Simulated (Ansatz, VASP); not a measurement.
# One calculation of Sb, two programs

```
CELL_PARAMETERS angstrom
0.00000 2.32846 2.32846
2.32846 0.00000 2.32846
2.32846 2.32846 0.00000
ATOMIC_POSITIONS crystal
Sb 0.00000 0.00000 0.00000
```

Alike in both runs: task single point; functional PBE; k mesh 19 × 19 × 19; occupations fermi-dirac, width 0.1 eV; no spin polarisation.

|  | VASP | Ansatz |
| --- | --- | --- |
| version | VASP 6.6.1 | Ansatz 0.2.0 |
| potentials or method | VASP PAW PBE potentials, release 64 (Sb), cutoff 520 eV | plane waves (420 eV) with PAW, scalar-relativistic |
| valence electrons in the cell | 5 | 15 |

|  | VASP | Ansatz | Ansatz less VASP |
| --- | --- | --- | --- |
| pressure (GPa) | 5.9 | 6.0 | +0.14 |

VASP's potentials hold 5 valence electrons a cell and Ansatz's 15, so a difference there can come from the potentials and not from the codes.

Spin-orbit coupling is off throughout.
